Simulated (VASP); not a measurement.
AgCl, 2 atoms in the cell. Symmetry: R-3m, No. 166, trigonal system. The conventional cell has a = 3.922 Å, b = 3.922 Å, c = 10.087 Å, α = 90.00°, β = 90.00°, γ = 120.00°. Within 3.7 Å of Ag (site symmetry -3m) lie 6 Cl at 2.82 Å. Within 3.7 Å of Cl (site symmetry -3m) lie 6 Ag at 2.82 Å.  This cell differs from its parent crystal: strain along [111] +5.0%.

```yaml
Program: VASP 6.6.1
Task: single point
Functional: r2SCAN
Potentials_or_basis: VASP PAW PBE potentials, release 64 (Ag, Cl)
Cutoff: 520 eV
k_mesh: 8 × 8 × 8
Occupations: gaussian, width 0.01 eV
Spin: no spin polarisation
Dipole_correction: no
Further_INCAR_settings: ALGO = Normal; EDIFF = 1e-06; NBANDS = 16
```

Potentials or basis: VASP PAW PBE potentials, release 64 (Ag, Cl).

The run is started by

```bash
$ cat potpaw_PBE.64/Ag/POTCAR potpaw_PBE.64/Cl/POTCAR > POTCAR
$ cp INCAR.step1 INCAR
$ mpirun -np 1 vasp_std > vasp.out
$ cp INCAR.step2 INCAR
$ mpirun -np 1 vasp_std > vasp.out
```

Hardware: 1 thread of Intel(R) Xeon(R) Platinum 8488C (Sapphire Rapids), with other jobs on the host.

How long does it take, and how much memory?

It took 2.7 min on 1 thread of Intel(R) Xeon(R) Platinum 8488C (Sapphire Rapids) (shared host), peak memory 0.2 GiB. Counts: k points 65.
